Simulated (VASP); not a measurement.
Wanted: the native input for a VASP 6.6.1 run.

* Task: single point
* Functional: PBE
* Potentials or basis: VASP PAW PBE potentials, release 64 (Sn_d)
* Cutoff: 500 eV
* k mesh: 8 × 8 × 8
* Occupations: gaussian, width 0.1 eV
* Spin: no spin polarisation
* Dipole correction: no
* Further INCAR settings: ALGO = Normal; EDIFF = 1e-06; NBANDS = 13

The structure of Sn lies in POSCAR:

```
Sn
1.0
    0.0000000000      1.8995741606      1.8995741606
    1.8995741606      0.0000000000      1.8995741606
    1.8995741606      1.8995741606      0.0000000000
Sn
1
Direct
    0.0000000000      0.0000000000      0.0000000000
```

One way to write it, as run:

INCAR

```
SYSTEM = Sn
PREC     = Accurate       ! precision mode
ENCUT    = 500            ! plane-wave cutoff, eV
EDIFF    = 1E-6           ! SCF threshold, eV
ISMEAR   = 0              ! smearing method
SIGMA    = 0.1            ! smearing width, eV
LREAL    = .False.        ! projectors in reciprocal space
LASPH    = .True.         ! aspherical terms in the spheres
NELM     = 120            ! most SCF steps
ALGO     = Normal         ! electronic algorithm
ISIF     = 2              ! what is computed and relaxed
LWAVE    = .False.        ! write WAVECAR
LCHARG   = .False.        ! write CHGCAR
GGA      = PE             ! functional
NBANDS   = 13             ! bands
GGA_COMPAT= .False.
```

KPOINTS

```
Automatic mesh
0
Gamma
  8 8 8
  0 0 0
```

Potentials or basis: VASP PAW PBE potentials, release 64 (Sn_d).

Run with:

```sh
$ cat potpaw_PBE.64/Sn_d/POTCAR > POTCAR
$ mpirun -np 1 vasp_std > vasp.out
```

It gave:

```json
{
  "Pressure": "184.4 GPa",
  "Band gap on the k mesh": "zero (band 7 reaches 29.89 eV, above the bottom of band 8 at 16.82 eV)"
}
```

Caveat: spin-orbit coupling is left out, which moves the levels of the heavy elements.

It took 4.7 s on 1 thread of Intel(R) Xeon(R) Platinum 8375C CPU @ 2.90GHz (Ice Lake), on a shared host, peak memory 0.12 GiB.
